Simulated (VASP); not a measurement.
Crystal: Sc2GeTe2.

```
Sc Ge Te
1.0
    -2.37228    2.37228    5.43765
     2.37228   -2.37228    5.43765
     2.37228    2.37228   -5.43765
Sc Ge Te
2 1 2
Direct
  0.62927 0.62927 0.00000
  0.37073 0.37073 0.00000
  0.00000 0.00000 0.00000
  0.75000 0.25000 0.50000
  0.25000 0.75000 0.50000
```

The cell was built from a structure type or drawn by symmetry, and may not be a known phase.

```yaml
Program: VASP 6.6.1
Task: relaxation of cell and atoms
Functional: PBE
Potentials_or_basis: VASP PAW PBE potentials, release 64 (Sc_sv, Ge_d, Te)
Cutoff: 600 eV
k_mesh: 6 × 6 × 6
Occupations: gaussian, width 0.1 eV
Spin: no spin polarisation
```

At the start: pressure 13.0 GPa; volume 24.48 Å³/atom.

Question: How do energy, volume and symmetry change on relaxing?

Answer: Over 5 steps the energy falls by 203.8 meV/atom and the volume is 30.60 Å³/atom (+25.0 %); space group I4/mmm (No. 139, to 0.1 Å) before and after.

The path:
```csv
step,energy change (eV),largest force (eV/Å),pressure (GPa),volume (Å³)
1,0.0000,0.5862,13.00,122.41
2,-0.7719,1.2493,-2.81,161.08
3,-0.9038,0.9009,0.28,148.20
4,-0.9930,0.3914,0.06,150.73
5,-1.0190,0.0170,-0.05,152.99
```

Final structure:
```cif
data_structure
_symmetry_space_group_name_H-M 'P 1'
_symmetry_Int_Tables_number 1
_cell_length_a 7.0138
_cell_length_b 7.0138
_cell_length_c 7.0138
_cell_angle_alpha 137.966
_cell_angle_beta 137.966
_cell_angle_gamma 60.955
_cell_volume 152.99
loop_
_atom_site_label
_atom_site_type_symbol
_atom_site_fract_x
_atom_site_fract_y
_atom_site_fract_z
_atom_site_occupancy
Sc1 Sc 0.63387 0.63387 0.00000 1
Sc2 Sc 0.36613 0.36613 0.00000 1
Ge1 Ge 0.00000 0.00000 0.00000 1
Te1 Te 0.75000 0.25000 0.50000 1
Te2 Te 0.25000 0.75000 0.50000 1
```

Caveat: the volume moved by over 15 % at a fixed basis, so the end points are rough.
